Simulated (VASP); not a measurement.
# N (Fm-3m) in VASP: notebook

The runs below take N through single point, relaxation of volume and atoms at fixed shape, with LDA.

Program: VASP 6.6.1. These are calculated values, not measurements. Logs are shortened: lines on timing, memory, paths and dates and some standing lists are left out, and cuts for length are marked.

### Step 1. The cell of the first run

Symmetry: Fm-3m, No. 225, cubic system. Conventional cell: a = 3.046 Å, b = 3.046 Å, c = 3.046 Å, α = 90.00°, β = 90.00°, γ = 90.00°. Within 2.9 Å of N (site symmetry m-3m) lie 12 N at 2.15 Å.

### Step 2. Single point, LDA

The input, INCAR:

```
SYSTEM = N
PREC = Accurate ; ENCUT = 520
EDIFF = 1E-6 ; ISMEAR = -1
SIGMA = 0.02 ; LREAL = .False.
LASPH = .True. ; NELM = 100
ALGO = Normal ; ISIF = 2
LWAVE = .False. ; LCHARG = .True.
LELF = .True. ; LVHAR = .True.
NBANDS = 8
```

The input, KPOINTS:

```
Automatic mesh
0
Gamma
  12 12 12
  0 0 0
```

The input, POSCAR:

```
N
1.0
    0.0000000000      1.5231198088      1.5231198088
    1.5231198088      0.0000000000      1.5231198088
    1.5231198088      1.5231198088      0.0000000000
N
1
Direct
    0.0000000000      0.0000000000      0.0000000000
```

Potentials or basis: VASP PAW LDA potentials, release 64 (N).

Run with:

```
$ cat potpaw_LDA.64/N/POTCAR > POTCAR
$ mpirun -np 1 vasp_std > vasp.out
```

OUTCAR:

```text
SYSTEM = N
   PREC = Accurate
   ENCUT = 520
   EDIFF = 1E-6
   ISMEAR = -1
   LREAL = .False.
   LASPH = .True.
   NELM = 100
   ISIF = 2

 ion  position               nearest neighbor table
   1  0.000  0.000  0.000-

  LATTYP: Found a face centered cubic cell.
 ALAT       =     3.0462396176

  Lattice vectors:

 A1 = (   0.0000000000,   1.5231198088,   1.5231198088)
 A2 = (   1.5231198088,   0.0000000000,   1.5231198088)
 A3 = (   1.5231198088,   1.5231198088,   0.0000000000)

Analysis of symmetry for initial positions (statically):
=====================================================================
 Subroutine PRICEL returns:
 Original cell was already a primitive cell.

 Routine SETGRP: Setting up the symmetry group for a
 face centered cubic supercell.

 Subroutine GETGRP returns: Found 48 space group operations
 (whereof 48 operations were pure point group operations)
 out of a pool of 48 trial point group operations.

The static configuration has the point symmetry O_h .

Analysis of symmetry for dynamics (positions and initial velocities):
=====================================================================
 Subroutine PRICEL returns:
 Original cell was already a primitive cell.

 Routine SETGRP: Setting up the symmetry group for a
 face centered cubic supercell.

 Subroutine GETGRP returns: Found 48 space group operations
 (whereof 48 operations were pure point group operations)
 out of a pool of 48 trial point group operations.

The dynamic configuration has the point symmetry O_h .

 Subroutine INISYM returns: Found 48 space group operations
 (whereof 48 operations are pure point group operations),
 and found     1 'primitive' translations

----------------------------------------------------------------------------------------

                                     Primitive cell

  volume of cell :       7.0670

  direct lattice vectors                    reciprocal lattice vectors
     0.000000000  1.523119809  1.523119809    -0.328273585  0.328273585  0.328273585
     1.523119809  0.000000000  1.523119809     0.328273585 -0.328273585  0.328273585
     1.523119809  1.523119809  0.000000000     0.328273585  0.328273585 -0.328273585

  length of vectors
     2.154016691  2.154016691  2.154016691     0.568586528  0.568586528  0.568586528

  position of ions in fractional coordinates (direct lattice)
     0.000000000  0.000000000  0.000000000

  ion indices of the primitive-cell ions
   primitive index   ion index
                 1           1

----------------------------------------------------------------------------------------

 KPOINTS: Automatic mesh

Automatic generation of k-mesh.
 Grid dimensions read from file:
 generate k-points for:   12   12   12

 Generating k-lattice:

  Cartesian coordinates                     Fractional coordinates (reciprocal lattice)
    -0.027356132  0.027356132  0.027356132     0.083333333  0.000000000  0.000000000
     0.027356132 -0.027356132  0.027356132     0.000000000  0.083333333  0.000000000
     0.027356132  0.027356132 -0.027356132     0.000000000  0.000000000  0.083333333

  Length of vectors
     0.047382211  0.047382211  0.047382211

  Shift w.r.t. Gamma in fractional coordinates (k-lattice)
     0.000000000  0.000000000  0.000000000

 Subroutine IBZKPT returns following result:
 ===========================================

 Found     72 irreducible k-points:

 Following reciprocal coordinates:
            Coordinates               Weight
  0.000000  0.000000  0.000000      1.000000
  0.083333  0.000000  0.000000      8.000000
  0.166667  0.000000  0.000000      8.000000
  0.250000  0.000000  0.000000      8.000000
  0.333333  0.000000  0.000000      8.000000
  0.416667  0.000000  0.000000      8.000000
[... 16 lines left out ...]
  0.500000  0.166667  0.000000     24.000000
 -0.416667  0.166667  0.000000     24.000000
 [... further k-points ...]
   k-points           NKPTS =     72   k-points in BZ     NKDIM =     72   number of bands    NBANDS=      8
   number of dos      NEDOS =    301   number of ions     NIONS =      1
   total plane-waves  NPLWV =   4096
   dimension x,y,z NGX =    16 NGY =   16 NGZ =   16
   dimension x,y,z NGXF=    32 NGYF=   32 NGZF=   32
   ions per type =               1
   NGX,Y,Z   is equivalent  to a cutoff of  12.35, 12.35, 12.35 a.u.
   NGXF,Y,Z  is equivalent  to a cutoff of  24.70, 24.70, 24.70 a.u.
 SYSTEM =  N
   PREC   = accura    normal or accurate (medium, high low for compatibility)
   ISTART =      0    job   : 0-new  1-cont  2-samecut
   ICHARG =      2    charge: 1-file 2-atom 10-const
   ISPIN  =      1    spin polarized calculation?
   LNONCOLLINEAR =      F non collinear calculations
   LSORBIT =      F    spin-orbit coupling
   LASPH  =      T    aspherical Exc in radial PAW
   ENCUT  =  520.0 eV  38.22 Ry    6.18 a.u.   4.01  4.01  4.01*2*pi/ulx,y,z
   NELM   =    100;   NELMIN=  2; NELMDL= -5     # of ELM steps
   EDIFF  = 0.1E-05   stopping-criterion for ELM
   LREAL  =      F    real-space projection
   EDIFFG = 0.1E-04   stopping-criterion for IOM
   NSW    =      0    number of steps for IOM
   IBRION =     -1    ionic relax: 0-MD 1-quasi-New 2-CG
   NFREE  =      0    steps in history (QN), initial steepest desc. (CG)
   ISIF   =      2    stress and relaxation
   ISYM   =      2    0-nonsym 1-usesym 2-fastsym
   POTIM  = 0.5000    time-step for ionic-motion
   TEBEG  =    0.0;   TEEND  =   0.0 temperature during run
   PSTRESS=    0.0 pullay stress
   NELECT =       5.0000    total number of electrons
   NUPDOWN=      -1.0000    fix difference up-down
   EMIN   =  10.00;   EMAX   =-10.00  energy-range for DOS
   EFERMI =   0.00;   METHOD = LEGACY
   ISMEAR =    -1;   SIGMA  =   0.02  broadening in eV -4-tet -1-fermi 0-gaus
   EFERMI_NEDOS =   21; number of points for ismear=-14 and -15
   IALGO  =     38    algorithm
   IMIX   =      4    mixing-type and parameters
     AMIX     =   0.40;   BMIX     =  1.00
     AMIX_MAG =   1.60;   BMIX_MAG =  1.00
  volume/ion in A,a.u.               =       7.07        47.69
  Fermi-wavevector in a.u.,A,eV,Ry     =   1.458772  2.756679 28.953414  2.128016
  Thomas-Fermi vector in A             =   2.575417
   LORBIT       =      0    0 simple, 1 ext, 2 COOP (PROOUT), +10 PAW based schemes
   GGA     = CA    functional components
   LHFCALC =     F    Hartree Fock is set to
   AEXX    =    0.0000 exact exchange contribution
   IVDW    =     0    specifies the selected vdW correction
   LEPSILON=     F    determine dielectric tensor
   LRPA    =     F    only Hartree local field effects (RPA)
 non-spin polarized calculation
  energy-cutoff  :      520.00
  volume of cell :        7.07
 maximum number of plane-waves:       200
   NGX =  9   NGY =  9   NGZ =  9

 number of electron       4.9999999 magnetization

 Free energy of the ion-electron system (eV)
  ---------------------------------------------------
  ext. energy  EPLUGINS =         0.00000000
  ---------------------------------------------------
  free energy    TOTEN  =        -4.73849194 eV

  energy without entropy =       -4.73669131  energy(sigma->0) =       -4.73759162

 E-fermi :   6.1002     XC(G=0): -13.2910

 val. band max:        6.0972181900   @ k =  -0.4167   0.4167   0.0833
 cond. band min:       6.1229596472   @ k =   0.2500   0.0833   0.0000
 fundamental gap:      0.0257414572
 Fermi energy:         6.1001647360

 k-point     1 :       0.0000    0.0000    0.0000
  band No.  band energies     occupation
      1     -14.6671      2.00000
      2      10.5031      0.00000
      3      10.5031      0.00000
      4      10.5031      0.00000
      5      31.3003      0.00000
      6      38.7533      0.00000
      7      38.7533      0.00000
      8      38.7533      0.00000

 k-point     2 :       0.0833    0.0000    0.0000
  band No.  band energies     occupation
      1     -14.3982      2.00000
      2       9.8065      0.00000
      3      10.4051      0.00000
      4      10.4051      0.00000
      5      31.4740      0.00000
      6      36.4130      0.00000
      7      39.0727      0.00000
      8      39.0727      0.00000

 k-point     3 :       0.1667    0.0000    0.0000
  band No.  band energies     occupation
      1     -13.5974      2.00000
      2       7.8687      0.00000
      3      10.1483      0.00000
      4      10.1483      0.00000
      5      31.7442      0.00000
      6      33.8464      0.00000
      7      39.4974      0.00000
      8      39.4974      0.00000

 k-point     4 :       0.2500    0.0000    0.0000
  band No.  band energies     occupation
      1     -12.2866      2.00000
      2       5.0820      2.00000
      3       9.8190      0.00000
      4       9.8190      0.00000
      5      31.0112      0.00000
      6      33.2427      0.00000
      7      38.8068      0.00000
      8      38.8068      0.00000

 k-point     5 :       0.3333    0.0000    0.0000
  band No.  band energies     occupation
      1     -10.5188      2.00000
      2       1.9318      2.00000
      3       9.5127      0.00000
      4       9.5127      0.00000
      5      29.9967      0.00000
      6      33.5303      0.00000
      7      37.4879      0.00000
      8      37.4879      0.00000
[... 177 lines left out ...]
 k-point    22 :       0.4167    0.1667    0.0000
  band No.  band energies     occupation
      1      -8.9762      2.00000
      2       1.4974      2.00000
      3       7.7493      0.00000
      4       8.2625      0.00000
      5      28.2856      0.00000
      6      30.6395      0.00000
      7      36.3871      0.00000
      8      39.8127      0.00000

 k-point    23 :       0.5000    0.1667    0.0000
  band No.  band energies     occupation
      1      -7.0341      2.00000
      2      -1.0817      2.00000
      3       7.0909      0.00000
      4       8.3620      0.00000
      5      28.1558      0.00000
      6      30.8757      0.00000
      7      36.3928      0.00000
      8      38.8333      0.00000

 k-point    24 :      -0.4167    0.1667    0.0000
  band No.  band energies     occupation
      1      -6.5825      2.00000
      2      -1.6129      2.00000
      3       6.6196      0.00000
      4       8.6792      0.00000
      5      28.6621      0.00000
      6      31.0417      0.00000
      7      36.1837      0.00000
      8      38.3168      0.00000

 [... further k-points ...]

------------------------ aborting loop because EDIFF is reached ----------------------------------------

  FORCE on cell =-STRESS in cart. coord.  units (eV):
  Direction    XX          YY          ZZ          XY          YZ          ZX
  --------------------------------------------------------------------------------------
  -------------------------------------------------------------------------------------
  Total        0.0007963      0.0007963      0.0007963      0.0000000     -0.0000000      0.0000000
  in kB        0.1805228      0.1805228      0.1805228      0.0000000     -0.0000000      0.0000000
  external PRESSURE =       0.1805228 kB  Pullay stress =       0.0000000 kB

 VOLUME and BASIS-vectors are now :
 -----------------------------------------------------------------------------
  energy-cutoff  :      520.00
  volume of cell :        7.07
      direct lattice vectors                 reciprocal lattice vectors
     0.000000000  1.523119809  1.523119809    -0.328273585  0.328273585  0.328273585
     1.523119809  0.000000000  1.523119809     0.328273585 -0.328273585  0.328273585
     1.523119809  1.523119809  0.000000000     0.328273585  0.328273585 -0.328273585

 POSITION                                       TOTAL-FORCE (eV/Angst)
 -----------------------------------------------------------------------------------
      0.00000      0.00000      0.00000         0.000000      0.000000      0.000000
 -----------------------------------------------------------------------------------
    total drift:                                0.000000     -0.000000     -0.000000

  FREE ENERGIE OF THE ION-ELECTRON SYSTEM (eV)
  ---------------------------------------------------
  free  energy   TOTEN  =        -4.7384919357 eV

  energy  without entropy=       -4.7366913139  energy(sigma->0) =       -4.73759162
```

It took 1.1 s on 1 thread of Intel Xeon 6975P-C (Granite Rapids), shared host; peak memory 0.1 GiB.

Results:

| Property | Result |
| --- | --- |
| Free energy | -4.7385 eV |
| Pressure | 0.0 GPa |
| Band gap on the k mesh | zero (an odd number of electrons rules out a gap without spin polarisation) |

Caveat: an odd number of electrons without spin polarisation forces a metal; a magnetic or distorted state may lie lower.

### Step 3. Relaxation of volume and atoms at fixed shape, LDA

This run uses another cell than the first one, of 7.50 Å³/atom.

The input, INCAR:

```
  PREC = Accurate
  ENCUT = 600
  EDIFF = 1E-6
  ISMEAR = -1
  SIGMA = 0.02
  LREAL = F
  LASPH = T
  NELM = 60
  ALGO = Normal
  ISIF = 8
  LWAVE = F
  LCHARG = F
  IBRION = 2
  NSW = 80
  EDIFFG = -0.03
```

The input, KPOINTS:

```
regular mesh
0
Gamma
  12 12 12
```

The input, POSCAR:

```
N
1.0
    0.0000000000      1.5538100000      1.5538100000
    1.5538100000      0.0000000000      1.5538100000
    1.5538100000      1.5538100000      0.0000000000
N
1
Direct
    0.0000000000      0.0000000000      0.0000000000
```

Potentials or basis: VASP PAW LDA potentials, release 64 (N).

Run with:

```
$ cat potpaw_LDA.64/N/POTCAR > POTCAR
$ mpirun -np 1 vasp_std > vasp.out
```

Run time: 2.7 s. Hardware: 1 thread of Intel Xeon 6975P-C (Granite Rapids), shared host; peak memory 0.1 GiB.

It converged, with:

```
Free energy                           : -4.7395 eV
Relaxed volume                        : 7.07 Å³/atom
Relaxed cell                          : a = 2.154 Å, b = 2.154 Å, c = 2.154 Å, α = 60.00°, β = 60.00°, γ = 60.00°
Space group after relaxing (to 0.1 Å) : Fm-3m (No. 225)
Energy gained by relaxing             : 16.3 meV/atom
Ionic steps                           : 3
Pressure after relaxing               : -0.1 GPa
Band gap on the k mesh                : zero (an odd number of electrons rules out a gap without spin polarisation)
```

The path:
```
step  energy change (eV)  largest force (eV/Å)  pressure (GPa)  volume (Å³)
   1              0.0000                0.0000          -11.48         7.50
   2             -0.0146                0.0000            4.20         6.93
   3             -0.0163                0.0000           -0.06         7.07
```

Final structure:
```cif
data_structure
_symmetry_space_group_name_H-M 'P 1'
_symmetry_Int_Tables_number 1
_cell_length_a 2.1540
_cell_length_b 2.1540
_cell_length_c 2.1540
_cell_angle_alpha 60.000
_cell_angle_beta 60.000
_cell_angle_gamma 60.000
_cell_volume 7.07
loop_
_atom_site_label
_atom_site_type_symbol
_atom_site_fract_x
_atom_site_fract_y
_atom_site_fract_z
_atom_site_occupancy
N1 N 0.00000 0.00000 0.00000 1
```

Levels at points of the mesh, in eV from the Fermi level:
| k point | band 1 | band 2 | band 3 | band 4 | band 5 |
| --- | --- | --- | --- | --- | --- |
| (0.00, 0.00, 0.00) | -20.77 | 4.40 | 4.40 | 4.40 | 25.20 |
| (0.50, 0.00, 0.00) | -13.24 | -8.84 | 3.13 | 3.13 | 23.15 |
| (0.50, 0.50, 0.00) | -10.38 | -7.25 | 0.15 | 0.15 | 15.23 |

Caveat: an odd number of electrons without spin polarisation forces a metal; a magnetic or distorted state may lie lower.

The gap in the log of VASP goes by the Fermi energy; the results here count the filled bands.